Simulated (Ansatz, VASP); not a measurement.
AgCl in VASP and in Ansatz

INCAR

```
SYSTEM = AgCl
PREC = Accurate ; ENCUT = 520
EDIFF = 1E-7 ; ISMEAR = -1
SIGMA = 0.02 ; LREAL = .FALSE.
LASPH = .TRUE. ; NELM = 100
ALGO = Normal ; ISIF = 2
LWAVE = .FALSE. ; LCHARG = .TRUE.
GGA = PE ; LELF = .TRUE.
LVHAR = .TRUE. ; NBANDS = 16
```

KPOINTS

```
regular mesh
0
G
  8 8 8
  0 0 0
```

Contents of POSCAR:

```
AgCl
1.0
    3.3504267209      0.0000000000      0.0000000000
    0.0000000000      3.3955880419      0.0000000000
    0.0000000000      0.0000000000      3.3955880419
Ag Cl
1 1
Direct
    0.0000000000      0.0000000000      0.0000000000
    0.5000000000      0.5000000000      0.5000000000
```

Input for Ansatz:

```yaml
crystal:
  lattice:
    - [3.3504267209, 0.0, 0.0]
    - [0.0, 3.3955880419, 0.0]
    - [0.0, 0.0, 3.3955880419]
  atoms:
    - { symbol: Ag, position: [0.0, 0.0, 0.0] }
    - { symbol: Cl, position: [0.5, 0.5, 0.5] }
kpoints:
  mp_grid: { grid: [8, 8, 8] }
  band_path:
    path:
      - [0.0, 0.0, 0.0]
      - [0.0, 0.5, 0.0]
      - [0.5, 0.5, 0.0]
      - [0.5, 0.5, 0.5]
      - [0.0, 0.0, 0.5]
    npoints: 1
hamiltonian:
  xc: pbe
scf:
  occupations: { method: fermi_dirac, width: 0.02 }
  n_extra_bands: 4
output:
  forces: true
  stress: true
  eigenvalues: true
```

Change from the starting cell: uniaxial_x strain -1.3%.

Alike in both runs: task single point; functional PBE; k mesh 8 × 8 × 8; occupations fermi-dirac, width 0.02 eV; no spin polarisation.

|  | VASP | Ansatz |
| --- | --- | --- |
| version | VASP 6.6.1 | Ansatz 0.2.0 |
| potentials or method | VASP PAW PBE potentials, release 64 (Ag, Cl) | plane waves, PAW |
| plane-wave cutoff (eV) | 520 | 420 |
| valence electrons in the cell | 18 | 26 |

Ansatz gave:

| Quantity | Value |
| --- | --- |
| pressure (GPa) | 2.4 |
| traceless stress, the component that is largest in VASP (GPa) | 0.47 |

Question: What did VASP give for the same quantities?

Answer: Pressure (GPa): 2.2; traceless stress, the component that is largest in VASP (GPa): 0.47.

VASP's potentials hold 18 valence electrons a cell and Ansatz's 26, so a difference there can come from the potentials and not from the codes.
